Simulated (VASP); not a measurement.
Here is a VASP 6.6.1 calculation.

Contents of INCAR:

```
SYSTEM = InAs
ALGO     = Normal         ! electronic algorithm
EDIFF    = 1E-7           ! SCF threshold, eV
EDIFFG   = -0.005         ! ionic threshold
ENCUT    = 600            ! plane-wave cutoff, eV
GGA      = PE             ! functional
IBRION   = 2              ! ionic algorithm
ISIF     = 3              ! what is computed and relaxed
ISMEAR   = 0              ! smearing method
LASPH    = .TRUE.         ! aspherical terms in the spheres
LCHARG   = .FALSE.        ! write CHGCAR
LREAL    = .FALSE.        ! projectors in reciprocal space
LWAVE    = .FALSE.        ! write WAVECAR
NELM     = 100            ! most SCF steps
NSW      = 100            ! ionic steps
PREC     = Accurate       ! precision mode
SIGMA    = 0.1            ! smearing width, eV
```

File KPOINTS:

```
k-points
0
G
  12 12 12
  0 0 0
```

Contents of POSCAR:

```
InAs
1.0
    0.0000000000      3.0240000000      3.0240000000
    3.0240000000      0.0000000000      3.0240000000
    3.0240000000      3.0240000000      0.0000000000
In As
1 1
Direct
    0.0000000000      0.0000000000      0.0000000000
    0.7500000000      0.7500000000      0.7500000000
```

Potentials or basis: VASP PAW PBE potentials, release 64 (In_d, As).

Command:

```console
$ cat potpaw_PBE.64/In_d/POTCAR potpaw_PBE.64/As/POTCAR > POTCAR
$ mpirun -np 1 vasp_std > vasp.out
```

Q: Predict the relaxed cell.

A: a = 4.376 Å, b = 4.376 Å, c = 4.376 Å, α = 60.00°, β = 60.00°, γ = 60.00°.

Q: What does it give for the band gap on the k mesh?

A: Zero (filled and empty bands touch).

Final structure:
```yaml
crystal:
  lattice:
    - [0.00000, 3.09415, 3.09415]
    - [3.09415, 0.00000, 3.09415]
    - [3.09415, 3.09415, 0.00000]
  atoms:
    - { symbol: In, position: [0.00000, 0.00000, 0.00000] }
    - { symbol: As, position: [0.75000, 0.75000, 0.75000] }
```

Caveat: semilocal functionals underestimate gaps, so a narrow gap can read as zero; spin-orbit coupling is left out, which moves the levels of the heavy elements. Zero-point motion and thermal expansion aren't in these numbers.
